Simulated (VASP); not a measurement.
# BaTe (R3m) in VASP: single point with PBEsol

Aim: the single point of BaTe with PBEsol.

Everything below comes from runs of VASP 6.6.1. Logs are shortened: lines on timing, memory, paths and dates and some standing lists are left out, and cuts for length are marked.

## 1. The cell of the first run

The structure is trigonal, space group R3m (No. 160). The conventional cell has a = 5.138 Å, b = 5.138 Å, c = 11.876 Å, α = 90.00°, β = 90.00°, γ = 120.00°. Ba (site symmetry 3m) has 6 Te at 3.31 to 3.87 Å within 4.4 Å. Te (site symmetry 3m) has 6 Ba at 3.31 to 3.87 Å within 4.4 Å.

## 2. Single point, PBEsol (strained and its atoms moved)

INCAR

```
ALGO = Normal ; EDIFF = 1E-6
ENCUT = 520 ; GGA = PS
ISIF = 2 ; ISMEAR = 0
LASPH = True ; LCHARG = False
LREAL = False ; LWAVE = False
NBANDS = 15 ; NELM = 100
PREC = Accurate ; SIGMA = 0.02
```

KPOINTS

```
k-points
0
Gamma
  8 8 8
```

POSCAR

```
BaTe
1.0
   -0.1364000000      3.4966481000      3.4966481000
    3.4966481000     -0.1364000000      3.4966481000
    3.4966481000      3.4966481000     -0.1364000000
Ba Te
1 1
Direct
    0.0211638662      0.0211638662      0.0211638662
    0.4788361338      0.4788361338      0.4788361338
```

Potentials or basis: VASP PAW PBE potentials, release 64 (Ba_sv, Te).

Run with:

```bash
$ cat potpaw_PBE.64/Ba_sv/POTCAR potpaw_PBE.64/Te/POTCAR > POTCAR
$ mpirun -np 1 vasp_std > vasp.out
```

OUTCAR:

```text
EDIFF = 1E-6
   ENCUT = 520
   GGA = PS
   ISIF = 2
   ISMEAR = 0
   LASPH = True
   LREAL = False
   NELM = 100
   PREC = Accurate

 ion  position               nearest neighbor table
   1  0.021  0.021  0.021-   2 3.31   2 3.31   2 3.31   2 3.87   2 3.87   2 3.87
   2  0.479  0.479  0.479-   1 3.31   1 3.31   1 3.31   1 3.87   1 3.87   1 3.87

  LATTYP: Found a trigonal (rhomboedric) cell.
 ALAT       =     4.9468879945
 COS(alpha) =     0.4606407381

  Lattice vectors:

 A1 = (  -0.1364000000,   3.4966481000,   3.4966481000)
 A2 = (   3.4966481000,  -0.1364000000,   3.4966481000)
 A3 = (   3.4966481000,   3.4966481000,  -0.1364000000)

Analysis of symmetry for initial positions (statically):
=====================================================================
 Subroutine PRICEL returns:
 Original cell was already a primitive cell.

 Routine SETGRP: Setting up the symmetry group for a
 trigonal (rhombohedral) supercell.

 Subroutine GETGRP returns: Found  6 space group operations
 (whereof  6 operations were pure point group operations)
 out of a pool of 12 trial point group operations.

The static configuration has the point symmetry C_3v.

Analysis of symmetry for dynamics (positions and initial velocities):
=====================================================================
 Subroutine PRICEL returns:
 Original cell was already a primitive cell.

 Routine SETGRP: Setting up the symmetry group for a
 trigonal (rhombohedral) supercell.

 Subroutine GETGRP returns: Found  6 space group operations
 (whereof  6 operations were pure point group operations)
 out of a pool of 12 trial point group operations.

The dynamic configuration has the point symmetry C_3v.

 Subroutine INISYM returns: Found  6 space group operations
 (whereof  6 operations are pure point group operations),
 and found     1 'primitive' translations

----------------------------------------------------------------------------------------

                                     Primitive cell

  volume of cell :      90.5044

  direct lattice vectors                    reciprocal lattice vectors
    -0.136400000  3.496648100  3.496648100    -0.134887784  0.140363182  0.140363182
     3.496648100 -0.136400000  3.496648100     0.140363182 -0.134887784  0.140363182
     3.496648100  3.496648100 -0.136400000     0.140363182  0.140363182 -0.134887784

  length of vectors
     4.946887995  4.946887995  4.946887995     0.239996583  0.239996583  0.239996583

  position of ions in fractional coordinates (direct lattice)
     0.021163866  0.021163866  0.021163866
     0.478836134  0.478836134  0.478836134

  ion indices of the primitive-cell ions
   primitive index   ion index
                 1           1
                 2           2

----------------------------------------------------------------------------------------

 KPOINTS: k-points

Automatic generation of k-mesh.
 Grid dimensions read from file:
 generate k-points for:    8    8    8

 Generating k-lattice:

  Cartesian coordinates                     Fractional coordinates (reciprocal lattice)
    -0.016860973  0.017545398  0.017545398     0.125000000  0.000000000  0.000000000
     0.017545398 -0.016860973  0.017545398     0.000000000  0.125000000  0.000000000
     0.017545398  0.017545398 -0.016860973     0.000000000  0.000000000  0.125000000

  Length of vectors
     0.029999573  0.029999573  0.029999573

  Shift w.r.t. Gamma in fractional coordinates (k-lattice)
     0.000000000  0.000000000  0.000000000

 Subroutine IBZKPT returns following result:
 ===========================================

 Found     65 irreducible k-points:

 Following reciprocal coordinates:
            Coordinates               Weight
  0.000000  0.000000  0.000000      1.000000
  0.125000  0.000000  0.000000      6.000000
  0.250000  0.000000  0.000000      6.000000
  0.375000  0.000000  0.000000      6.000000
  0.500000  0.000000  0.000000      3.000000
  0.125000  0.125000  0.000000      6.000000
[... 16 lines left out ...]
  0.250000  0.125000  0.125000      6.000000
  0.375000  0.125000  0.125000      6.000000
 [... further k-points ...]
   k-points           NKPTS =     65   k-points in BZ     NKDIM =     65   number of bands    NBANDS=     15
   number of dos      NEDOS =    301   number of ions     NIONS =      2
   total plane-waves  NPLWV =  64000
   dimension x,y,z NGX =    40 NGY =   40 NGZ =   40
   dimension x,y,z NGXF=    80 NGYF=   80 NGZF=   80
   ions per type =               1   1
   NGX,Y,Z   is equivalent  to a cutoff of  13.44, 13.44, 13.44 a.u.
   NGXF,Y,Z  is equivalent  to a cutoff of  26.88, 26.88, 26.88 a.u.
 SYSTEM =  unknown system
   PREC   = accura    normal or accurate (medium, high low for compatibility)
   ISTART =      0    job   : 0-new  1-cont  2-samecut
   ICHARG =      2    charge: 1-file 2-atom 10-const
   ISPIN  =      1    spin polarized calculation?
   LNONCOLLINEAR =      F non collinear calculations
   LSORBIT =      F    spin-orbit coupling
   LASPH  =      T    aspherical Exc in radial PAW
   ENCUT  =  520.0 eV  38.22 Ry    6.18 a.u.   9.20  9.20  9.20*2*pi/ulx,y,z
   NELM   =    100;   NELMIN=  2; NELMDL= -5     # of ELM steps
   EDIFF  = 0.1E-05   stopping-criterion for ELM
   LREAL  =      F    real-space projection
   EDIFFG = 0.1E-04   stopping-criterion for IOM
   NSW    =      0    number of steps for IOM
   IBRION =     -1    ionic relax: 0-MD 1-quasi-New 2-CG
   NFREE  =      0    steps in history (QN), initial steepest desc. (CG)
   ISIF   =      2    stress and relaxation
   ISYM   =      2    0-nonsym 1-usesym 2-fastsym
   POTIM  = 0.5000    time-step for ionic-motion
   TEBEG  =    0.0;   TEEND  =   0.0 temperature during run
   PSTRESS=    0.0 pullay stress
   NELECT =      16.0000    total number of electrons
   NUPDOWN=      -1.0000    fix difference up-down
   EMIN   =  10.00;   EMAX   =-10.00  energy-range for DOS
   EFERMI =   0.00;   METHOD = LEGACY
   ISMEAR =     0;   SIGMA  =   0.02  broadening in eV -4-tet -1-fermi 0-gaus
   EFERMI_NEDOS =   21; number of points for ismear=-14 and -15
   IALGO  =     38    algorithm
   IMIX   =      4    mixing-type and parameters
     AMIX     =   0.40;   BMIX     =  1.00
     AMIX_MAG =   1.60;   BMIX_MAG =  1.00
  volume/ion in A,a.u.               =      45.25       305.38
  Fermi-wavevector in a.u.,A,eV,Ry     =   0.918808  1.736296 11.486154  0.844209
  Thomas-Fermi vector in A             =   2.043931
   LORBIT       =      0    0 simple, 1 ext, 2 COOP (PROOUT), +10 PAW based schemes
   GGA     = PS    functional components
   LHFCALC =     F    Hartree Fock is set to
   AEXX    =    0.0000 exact exchange contribution
   IVDW    =     0    specifies the selected vdW correction
   LEPSILON=     F    determine dielectric tensor
   LRPA    =     F    only Hartree local field effects (RPA)
 non-spin polarized calculation
 Gauss-broadening in eV      SIGMA  =   0.02
  energy-cutoff  :      520.00
  volume of cell :       90.50
 maximum number of plane-waves:      2469
 NGX is ok and might be reduce to    40
   NGX = 19   NGY = 19   NGZ = 19

 number of electron      16.0000000 magnetization

 Free energy of the ion-electron system (eV)
  ---------------------------------------------------
  ext. energy  EPLUGINS =         0.00000000
  ---------------------------------------------------
  free energy    TOTEN  =        -8.94952729 eV

  energy without entropy =       -8.94952729  energy(sigma->0) =       -8.94952729

 E-fermi :   1.8160     XC(G=0):  -8.1703

 val. band max:        1.7289717651   @ k =   0.0000   0.0000   0.0000
 cond. band min:       3.8158112463   @ k =   0.5000   0.5000   0.0000
 fundamental gap:      2.0868394812
 Fermi energy:         1.8159502464

 k-point     1 :       0.0000    0.0000    0.0000
  band No.  band energies     occupation
      1     -25.2584      2.00000
      2     -10.4303      2.00000
      3     -10.4083      2.00000
      4     -10.4083      2.00000
      5      -7.6382      2.00000
      6       1.5112      2.00000
      7       1.5112      2.00000
      8       1.7290      2.00000
      9       4.2803      0.00000
     10       4.6635      0.00000
     11       4.6635      0.00000
     12       5.6091      0.00000
     13       5.7614      0.00000
     14       5.7614      0.00000
     15       8.4705      0.00000

 k-point     2 :       0.1250    0.0000    0.0000
  band No.  band energies     occupation
      1     -25.2569      2.00000
      2     -10.4894      2.00000
      3     -10.4128      2.00000
      4     -10.4097      2.00000
      5      -7.5415      2.00000
      6       1.0789      2.00000
      7       1.3885      2.00000
      8       1.6794      2.00000
      9       4.5174      0.00000
     10       4.7188      0.00000
     11       4.8249      0.00000
     12       5.5288      0.00000
     13       6.1900      0.00000
     14       6.4562      0.00000
     15       8.8953      0.00000

 k-point     3 :       0.2500    0.0000    0.0000
  band No.  band energies     occupation
      1     -25.2533      2.00000
      2     -10.6239      2.00000
      3     -10.4194      2.00000
      4     -10.4131      2.00000
      5      -7.3175      2.00000
      6       0.4011      2.00000
      7       1.1239      2.00000
      8       1.4473      2.00000
      9       4.6343      0.00000
     10       5.0443      0.00000
     11       5.3789      0.00000
     12       6.3387      0.00000
     13       7.1431      0.00000
     14       7.3648      0.00000
     15       9.5830      0.00000

 k-point     4 :       0.3750    0.0000    0.0000
  band No.  band energies     occupation
      1     -25.2496      2.00000
      2     -10.7446      2.00000
      3     -10.4256      2.00000
      4     -10.4165      2.00000
      5      -7.1020      2.00000
      6      -0.1105      2.00000
      7       0.8942      2.00000
      8       1.2243      2.00000
      9       4.9654      0.00000
     10       5.6381      0.00000
     11       6.0244      0.00000
     12       6.8521      0.00000
     13       7.9511      0.00000
     14       8.0983      0.00000
     15       9.5164      0.00000
[... 307 lines left out ...]
 k-point    22 :       0.1250    0.1250    0.1250
  band No.  band energies     occupation
      1     -25.2566      2.00000
      2     -10.4818      2.00000
      3     -10.4110      2.00000
      4     -10.4110      2.00000
      5      -7.5553      2.00000
      6       1.2877      2.00000
      7       1.3316      2.00000
      8       1.3316      2.00000
      9       4.6044      0.00000
     10       4.8361      0.00000
     11       4.8361      0.00000
     12       5.7724      0.00000
     13       6.1642      0.00000
     14       6.1642      0.00000
     15       9.0973      0.00000

 k-point    23 :       0.2500    0.1250    0.1250
  band No.  band energies     occupation
      1     -25.2543      2.00000
      2     -10.5498      2.00000
      3     -10.4309      2.00000
      4     -10.4074      2.00000
      5      -7.4333      2.00000
      6       0.6901      2.00000
      7       1.0983      2.00000
      8       1.4669      2.00000
      9       4.7852      0.00000
     10       4.8528      0.00000
     11       5.1711      0.00000
     12       5.7907      0.00000
     13       6.9354      0.00000
     14       7.0414      0.00000
     15       9.6965      0.00000

 k-point    24 :       0.3750    0.1250    0.1250
  band No.  band energies     occupation
      1     -25.2506      2.00000
      2     -10.6612      2.00000
      3     -10.4472      2.00000
      4     -10.4109      2.00000
      5      -7.2390      2.00000
      6       0.1481      2.00000
      7       0.8890      2.00000
      8       1.3744      2.00000
      9       4.7329      0.00000
     10       5.1826      0.00000
     11       5.9781      0.00000
     12       6.4839      0.00000
     13       7.6267      0.00000
     14       8.1483      0.00000
     15       9.4607      0.00000

 [... further k-points ...]
[... 5 lines left out ...]
  --------------------------------------------------------------------------------------
  -------------------------------------------------------------------------------------
  Total       -0.2787032     -0.2787032     -0.2787032     -0.0779778     -0.0779778     -0.0779778
  in kB       -4.9338125     -4.9338125     -4.9338125     -1.3804215     -1.3804215     -1.3804215
  external PRESSURE =      -4.9338125 kB  Pullay stress =       0.0000000 kB

 VOLUME and BASIS-vectors are now :
 -----------------------------------------------------------------------------
  energy-cutoff  :      520.00
  volume of cell :       90.50
      direct lattice vectors                 reciprocal lattice vectors
    -0.136400000  3.496648100  3.496648100    -0.134887784  0.140363182  0.140363182
     3.496648100 -0.136400000  3.496648100     0.140363182 -0.134887784  0.140363182
     3.496648100  3.496648100 -0.136400000     0.140363182  0.140363182 -0.134887784

 POSITION                                       TOTAL-FORCE (eV/Angst)
 -----------------------------------------------------------------------------------
      0.14512      0.14512      0.14512        -0.444057     -0.444057     -0.444057
      3.28333      3.28333      3.28333         0.444057      0.444057      0.444057
 -----------------------------------------------------------------------------------
    total drift:                               -0.000132     -0.000132     -0.000132

  FREE ENERGIE OF THE ION-ELECTRON SYSTEM (eV)
  ---------------------------------------------------
  free  energy   TOTEN  =        -8.9495272914 eV

  energy  without entropy=       -8.9495272914  energy(sigma->0) =       -8.94952729
```

Run time: 92 s. Hardware: 1 thread of AMD EPYC 7R43 (Zen 3), shared host; peak memory 0.26 GiB.

What came out:

```
Free energy            : -8.9495 eV
Pressure               : -0.5 GPa
Largest force          : 0.769 eV/Å
Band gap on the k mesh : 2.09 eV, indirect (least direct gap 2.51 eV)
```

Forces in eV/Å, atoms in the order of the input:
```
Ba  -0.444 -0.444 -0.444
Te   0.444  0.444  0.444
```

Levels at points of the mesh, in eV from the valence-band top:
```csv
k point,band 6,band 7,band 8,band 9,band 10,band 11
"(0.00, 0.00, 0.00)",-0.22,-0.22,0.00,2.55,2.93,2.93
"(0.50, 0.00, 0.00)",-2.03,-0.92,-0.59,3.63,4.28,4.34
"(0.50, 0.50, 0.00)",-1.03,-0.50,-0.42,2.09,4.25,4.52
"(0.50, 0.50, 0.50)",-1.96,-1.16,-1.16,3.90,4.94,4.94
```

Caveat: the cell differs from its parent crystal (strained and its atoms moved); the PAW data sets were made with another functional, which shifts forces and pressure a little; spin-orbit coupling is left out, which moves the levels of the heavy elements. A k mesh can miss the band edges.
